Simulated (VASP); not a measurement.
# LiBr (Fm-3m) in VASP: further runs

The runs below take LiBr through single point, relaxation of cell and atoms, with PBEsol.

Everything below comes from runs of VASP 6.6.1. Logs are shortened: lines on timing, memory, paths and dates and some standing lists are left out, and cuts for length are marked.

## Step 1: The cell of the first run

Symmetry: Fm-3m, No. 225, cubic system. The conventional cell has a = 5.375 Å, b = 5.375 Å, c = 5.375 Å, α = 90.00°, β = 90.00°, γ = 90.00°. Within 3.5 Å of Li (site symmetry m-3m) lie 6 Br at 2.69 Å. Within 3.5 Å of Br (site symmetry m-3m) lie 6 Li at 2.69 Å.

## Step 2: Single point, PBEsol (19.41 Å³/atom)

Input file INCAR:

```
PREC = Accurate ; ENCUT = 750
EDIFF = 1E-6 ; ISMEAR = 0
SIGMA = 0.01 ; LREAL = False
LASPH = True ; NELM = 120
ALGO = Normal ; ISIF = 2
LWAVE = False ; LCHARG = False
GGA = PS ; NBANDS = 12
GGA_COMPAT = False
```

Input file KPOINTS:

```
Automatic mesh
0
Gamma
  8 8 8
```

Input file POSCAR:

```
LiBr
1.0
    0.0000000000      2.6873580160      2.6873580160
    2.6873580160      0.0000000000      2.6873580160
    2.6873580160      2.6873580160      0.0000000000
Li Br
1 1
Direct
    0.0000000000      0.0000000000      0.0000000000
    0.5000000000      0.5000000000      0.5000000000
```

Potentials or basis: VASP PAW PBE potentials, release 64 (Li_sv, Br).

Command:

```bash
$ cat potpaw_PBE.64/Li_sv/POTCAR potpaw_PBE.64/Br/POTCAR > POTCAR
$ mpirun -np 1 vasp_std > vasp.out
```

OUTCAR:

```text
PREC = Accurate
   ENCUT = 750
   EDIFF = 1E-6
   ISMEAR = 0
   LREAL = False
   LASPH = True
   NELM = 120
   ISIF = 2
   GGA = PS

 ion  position               nearest neighbor table
   1  0.000  0.000  0.000-   2 2.69   2 2.69   2 2.69   2 2.69   2 2.69   2 2.69
   2  0.500  0.500  0.500-   1 2.69   1 2.69   1 2.69   1 2.69   1 2.69   1 2.69

  LATTYP: Found a face centered cubic cell.
 ALAT       =     5.3747160320

  Lattice vectors:

 A1 = (   0.0000000000,   2.6873580160,   2.6873580160)
 A2 = (   2.6873580160,   0.0000000000,   2.6873580160)
 A3 = (   2.6873580160,   2.6873580160,   0.0000000000)

Analysis of symmetry for initial positions (statically):
=====================================================================
 Subroutine PRICEL returns:
 Original cell was already a primitive cell.

 Routine SETGRP: Setting up the symmetry group for a
 face centered cubic supercell.

 Subroutine GETGRP returns: Found 48 space group operations
 (whereof 48 operations were pure point group operations)
 out of a pool of 48 trial point group operations.

The static configuration has the point symmetry O_h .

Analysis of symmetry for dynamics (positions and initial velocities):
=====================================================================
 Subroutine PRICEL returns:
 Original cell was already a primitive cell.

 Routine SETGRP: Setting up the symmetry group for a
 face centered cubic supercell.

 Subroutine GETGRP returns: Found 48 space group operations
 (whereof 48 operations were pure point group operations)
 out of a pool of 48 trial point group operations.

The dynamic configuration has the point symmetry O_h .

 Subroutine INISYM returns: Found 48 space group operations
 (whereof 48 operations are pure point group operations),
 and found     1 'primitive' translations

----------------------------------------------------------------------------------------

                                     Primitive cell

  volume of cell :      38.8156

  direct lattice vectors                    reciprocal lattice vectors
     0.000000000  2.687358016  2.687358016    -0.186056341  0.186056341  0.186056341
     2.687358016  0.000000000  2.687358016     0.186056341 -0.186056341  0.186056341
     2.687358016  2.687358016  0.000000000     0.186056341  0.186056341 -0.186056341

  length of vectors
     3.800498153  3.800498153  3.800498153     0.322259036  0.322259036  0.322259036

  position of ions in fractional coordinates (direct lattice)
     0.000000000  0.000000000  0.000000000
     0.500000000  0.500000000  0.500000000

[... 82 lines left out ...]
   ISIF   =      2    stress and relaxation
   ISYM   =      2    0-nonsym 1-usesym 2-fastsym
   POTIM  = 0.5000    time-step for ionic-motion
   TEBEG  =    0.0;   TEEND  =   0.0 temperature during run
   PSTRESS=    0.0 pullay stress
   NELECT =      10.0000    total number of electrons
   NUPDOWN=      -1.0000    fix difference up-down
   EMIN   =  10.00;   EMAX   =-10.00  energy-range for DOS
   EFERMI =   0.00;   METHOD = LEGACY
   ISMEAR =     0;   SIGMA  =   0.01  broadening in eV -4-tet -1-fermi 0-gaus
   EFERMI_NEDOS =   21; number of points for ismear=-14 and -15
   IALGO  =     38    algorithm
   IMIX   =      4    mixing-type and parameters
     AMIX     =   0.40;   BMIX     =  1.00
     AMIX_MAG =   1.60;   BMIX_MAG =  1.00
  volume/ion in A,a.u.               =      19.41       130.97
  Fermi-wavevector in a.u.,A,eV,Ry     =   1.041692  1.968512 14.763982  1.085122
  Thomas-Fermi vector in A             =   2.176324
   LORBIT       =      0    0 simple, 1 ext, 2 COOP (PROOUT), +10 PAW based schemes
   GGA     = PS    functional components
   LHFCALC =     F    Hartree Fock is set to
   AEXX    =    0.0000 exact exchange contribution
   IVDW    =     0    specifies the selected vdW correction
   LEPSILON=     F    determine dielectric tensor
   LRPA    =     F    only Hartree local field effects (RPA)
 non-spin polarized calculation
 Gauss-broadening in eV      SIGMA  =   0.01
  energy-cutoff  :      750.00
  volume of cell :       38.82
 maximum number of plane-waves:      1837
 NGX is ok and might be reduce to    36
   NGX = 17   NGY = 17   NGZ = 17

 number of electron      10.0000001 magnetization

 Free energy of the ion-electron system (eV)
  ---------------------------------------------------
  ext. energy  EPLUGINS =         0.00000000
  ---------------------------------------------------
  free energy    TOTEN  =        -6.93370213 eV

  energy without entropy =       -6.93370213  energy(sigma->0) =       -6.93370213

 E-fermi :   0.8471     XC(G=0):  -8.8793

 val. band max:        0.7425489619   @ k =   0.0000   0.0000   0.0000
 cond. band min:       5.8249044859   @ k =   0.0000   0.0000   0.0000
 fundamental gap:      5.0823555241
 Fermi energy:         0.8470931356

 k-point     1 :       0.0000    0.0000    0.0000
  band No.  band energies     occupation
      1     -42.8363      2.00000
      2     -12.9685      2.00000
      3       0.7425      2.00000
      4       0.7425      2.00000
      5       0.7425      2.00000
      6       5.8249      0.00000
      7      11.1794      0.00000
      8      11.1794      0.00000
      9      11.1794      0.00000
     10      13.2081      0.00000
     11      13.2081      0.00000
     12      13.2081      0.00000
[... 331 lines left out ...]
 k-point    24 :      -0.3750    0.2500    0.1250
  band No.  band energies     occupation
      1     -42.8343      2.00000
      2     -12.2889      2.00000
      3      -2.1928      2.00000
      4      -0.8041      2.00000
      5       0.0416      2.00000
      6       7.7659      0.00000
      7       8.6320      0.00000
      8      10.0298      0.00000
      9      11.7210      0.00000
     10      14.4752      0.00000
     11      15.0214      0.00000
     12      17.7103      0.00000

 [... further k-points ...]
[... 5 lines left out ...]
  --------------------------------------------------------------------------------------
  -------------------------------------------------------------------------------------
  Total        0.1423575      0.1423575      0.1423575     -0.0000000      0.0000000     -0.0000000
  in kB        5.8760362      5.8760362      5.8760362     -0.0000000      0.0000000     -0.0000000
  external PRESSURE =       5.8760362 kB  Pullay stress =       0.0000000 kB

 VOLUME and BASIS-vectors are now :
 -----------------------------------------------------------------------------
  energy-cutoff  :      750.00
  volume of cell :       38.82
      direct lattice vectors                 reciprocal lattice vectors
     0.000000000  2.687358016  2.687358016    -0.186056341  0.186056341  0.186056341
     2.687358016  0.000000000  2.687358016     0.186056341 -0.186056341  0.186056341
     2.687358016  2.687358016  0.000000000     0.186056341  0.186056341 -0.186056341

 POSITION                                       TOTAL-FORCE (eV/Angst)
 -----------------------------------------------------------------------------------
      0.00000      0.00000      0.00000        -0.000000     -0.000000     -0.000000
      2.68736      2.68736      2.68736         0.000000      0.000000      0.000000
 -----------------------------------------------------------------------------------
    total drift:                                0.000000      0.000000      0.000000

  FREE ENERGIE OF THE ION-ELECTRON SYSTEM (eV)
  ---------------------------------------------------
  free  energy   TOTEN  =        -6.9337021276 eV

  energy  without entropy=       -6.9337021276  energy(sigma->0) =       -6.93370213
```

stdout:

```text
POSCAR found type information on POSCAR LiBr
 POSCAR found :  2 types and       2 ions
 scaLAPACK will be used
 -----------------------------------------------------------------------------
|                                                                             |
|                                                                             |
|     You enforced a specific xc type in the INCAR file but a different       |
|     I HOPE YOU KNOW WHAT YOU ARE DOING!                                     |
|                                                                             |
 -----------------------------------------------------------------------------

 LDA part: xc-table for (Slater+PW92), standard interpolation
 POSCAR, INCAR and KPOINTS ok, starting setup
 FFT: planning ... GRIDC
 FFT: planning ... GRID_SOFT
 FFT: planning ... GRID
 WAVECAR not read
 entering main loop
```

Run time: 47 s. Hardware: 1 thread of Intel Xeon 8259CL, shared host; peak memory 0.21 GiB.

What came out:

```
Free energy            : -6.9337 eV
Pressure               : 0.6 GPa
Band gap on the k mesh : 5.08 eV
```

Levels at points of the mesh, in eV from the valence-band top:
```
           k point  band 2  band 3  band 4  band 5  band 6  band 7  band 8  band 9
(0.00, 0.00, 0.00)  -13.71    0.00    0.00    0.00    5.08   10.44   10.44   10.44
(0.50, 0.00, 0.00)  -13.14   -3.24   -0.30   -0.30    5.49    8.03    8.03   12.37
(0.50, 0.50, 0.00)  -12.91   -3.27   -1.30   -1.30    6.25    6.82   12.08   12.81
```

Caveat: the PAW data sets were made with another functional, which shifts forces and pressure a little. A k mesh can miss the band edges.

## Step 3: Single point, PBEsol (20.20 Å³/atom)

This run uses another cell than the first one, of 20.20 Å³/atom.

Input file INCAR:

```
SYSTEM = LiBr
PREC     = Accurate       ! precision mode
ENCUT    = 750            ! plane-wave cutoff, eV
EDIFF    = 1E-6           ! SCF threshold, eV
ISMEAR   = 0              ! smearing method
SIGMA    = 0.01           ! smearing width, eV
LREAL    = .False.        ! projectors in reciprocal space
LASPH    = .True.         ! aspherical terms in the spheres
NELM     = 120            ! most SCF steps
ALGO     = Normal         ! electronic algorithm
ISIF     = 2              ! what is computed and relaxed
LWAVE    = .False.        ! write WAVECAR
LCHARG   = .False.        ! write CHGCAR
GGA      = PS             ! functional
NBANDS   = 12             ! bands
GGA_COMPAT= .False.
```

Input file KPOINTS:

```
Automatic mesh
0
Gamma
  8 8 8
  0 0 0
```

Input file POSCAR:

```
LiBr
1.0
    0.0000000000      2.7234342405      2.7234342405
    2.7234342405      0.0000000000      2.7234342405
    2.7234342405      2.7234342405      0.0000000000
Li Br
1 1
Direct
    0.0000000000      0.0000000000      0.0000000000
    0.5000000000      0.5000000000      0.5000000000
```

Potentials or basis: VASP PAW PBE potentials, release 64 (Li_sv, Br).

Command:

```bash
$ cat potpaw_PBE.64/Li_sv/POTCAR potpaw_PBE.64/Br/POTCAR > POTCAR
$ mpirun -np 1 vasp_std > vasp.out
```

Wall time 41 s (1 thread of Intel Xeon 8259CL, shared host); peak memory 0.21 GiB.

It converged, with:

| Property | Result |
| --- | --- |
| Free energy | -6.9339 eV |
| Pressure | -0.6 GPa |
| Band gap on the k mesh | 4.90 eV |

Levels at points of the mesh, in eV from the valence-band top:
```
           k point  band 3  band 4  band 5  band 6  band 7  band 8
(0.00, 0.00, 0.00)    0.00    0.00    0.00    4.90   10.41   10.41
(0.50, 0.00, 0.00)   -3.06   -0.28   -0.28    5.47    8.03    8.03
(0.50, 0.50, 0.00)   -3.07   -1.21   -1.21    6.20    6.89   11.73
```

Caveat: the PAW data sets were made with another functional, which shifts forces and pressure a little.

## Step 4: Relaxation of cell and atoms, PBEsol

This run uses another cell than the first one, of 19.82 Å³/atom.

Input file INCAR:

```
SYSTEM = LiBr
PREC = Accurate ; ENCUT = 750
EDIFF = 1E-7 ; ISMEAR = 0
SIGMA = 0.01 ; LREAL = .FALSE.
LASPH = .TRUE. ; NELM = 120
ALGO = Normal ; ISIF = 3
LWAVE = .FALSE. ; LCHARG = .FALSE.
GGA = PS ; IBRION = 2
NSW = 80 ; EDIFFG = -0.001
GGA_COMPAT = .FALSE. ; NELMIN = 4
```

Input file KPOINTS:

```
Automatic mesh
0
G
  8 8 8
  0 0 0
```

Input file POSCAR:

```
LiBr
1.0
    0.0000000000      2.7061663733      2.7061663733
    2.7061663733      0.0000000000      2.7061663733
    2.7061663733      2.7061663733      0.0000000000
Li Br
1 1
Direct
    0.0000000000      0.0000000000      0.0000000000
    0.5000000000      0.5000000000      0.5000000000
```

Command:

```bash
$ cat potpaw_PBE.64/Li_sv/POTCAR potpaw_PBE.64/Br/POTCAR > POTCAR
$ mpirun -np 1 vasp_std > vasp.out
```

It took 78 s on 1 thread of Intel Xeon 8259CL, shared host; peak memory 0.2 GiB.

Results (log left out):

```
Free energy                           : -6.9353 eV
Relaxed volume                        : 19.78 Å³/atom
Relaxed cell                          : a = 3.825 Å, b = 3.825 Å, c = 3.825 Å, α = 60.00°, β = 60.00°, γ = 60.00°
Space group after relaxing (to 0.1 Å) : Fm-3m (No. 225)
Energy gained by relaxing             : 0.0 meV/atom
Ionic steps                           : 3
Pressure after relaxing               : 0.0 GPa
Band gap on the k mesh                : 4.99 eV
```

Final structure:
```
CELL_PARAMETERS angstrom
0.00000 2.70460 2.70460
2.70460 0.00000 2.70460
2.70460 2.70460 0.00000
ATOMIC_POSITIONS crystal
Li 0.00000 0.00000 0.00000
Br 0.50000 0.50000 0.50000
```

Levels at points of the mesh, in eV from the valence-band top:
```
           k point  band 1  band 2  band 3  band 4  band 5  band 6  band 7  band 8  band 9
(0.00, 0.00, 0.00)  -43.60  -13.64    0.00    0.00    0.00    4.99   10.42   10.42   10.42
(0.50, 0.00, 0.00)  -43.60  -13.10   -3.15   -0.29   -0.29    5.48    8.03    8.03   12.17
(0.50, 0.50, 0.00)  -43.60  -12.87   -3.17   -1.26   -1.26    6.23    6.85   11.91   12.68
```

Caveat: the PAW data sets were made with another functional, which shifts forces and pressure a little.

## Step 5: Overview

```csv
task,cell,gap on the mesh (eV),pressure (GPa)
single point,"a = 3.800 Å, angles 60.0°, 2 atoms",5.08,0.6
single point,"a = 3.852 Å, angles 60.0°, 2 atoms",4.90,-0.6
relaxation of cell and atoms,"relaxed from a = 3.827 Å, angles 60.0°, 2 atoms",4.99,0.0
```

Alike in all rows: level PBEsol; potentials or basis VASP PAW PBE potentials, release 64 (Li_sv, Br); no spin polarisation; k mesh 8 × 8 × 8; cutoff (eV) 750; smearing gaussian 0.01 eV.

Caveats: the PAW data sets were made with another functional, which shifts forces and pressure a little.

Absolute energies hang on the potentials; compare differences alone.
